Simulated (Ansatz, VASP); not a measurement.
**B3As: VASP beside Ansatz**

```
B As
1.0
     4.79748    0.00000    0.00000
     0.00000    4.79748    0.00000
     0.00000    0.00000    4.79748
B As
6 2
Direct
  0.25000 0.00000 0.50000
  0.75000 0.00000 0.50000
  0.50000 0.25000 0.00000
  0.50000 0.75000 0.00000
  0.00000 0.50000 0.25000
  0.00000 0.50000 0.75000
  0.00000 0.00000 0.00000
  0.50000 0.50000 0.50000
```

Alike in both runs: task relaxation of cell and atoms; functional PBE; k mesh 4 × 4 × 4; occupations gaussian, width 0.1 eV; no spin polarisation.

```csv
,VASP,Ansatz
version,VASP 6.6.1,Ansatz 0.2.0
potentials or method,"VASP PAW PBE potentials, release 64 (B, As), cutoff 600 eV","scalar-relativistic, plane waves, PAW"
valence electrons in the cell,28,48
```

Ansatz gave:

| Quantity | Value |
| --- | --- |
| gap on the k mesh at the Fermi level, each at its own relaxed structure (eV) | none |
| relaxed volume (Å³/atom) | 9.79 |
| relaxed cell length with the largest relative difference (Å) | 4.279 |

Task: Estimate VASP's values.

Result: gap on the k mesh at the Fermi level, each at its own relaxed structure (eV): none; relaxed volume (Å³/atom): 9.77; relaxed cell length with the largest relative difference (Å): 4.276.

A gap of «none» marks a metal or a gap that the smearing closes. VASP's potentials hold 28 valence electrons a cell and Ansatz's 48, so a difference there can come from the potentials and not from the codes.

Noted on VASP's run: the volume moved by over 15 % at a fixed basis, so the end points are rough; too few bands were computed for a metal, which touches its energy and stress.
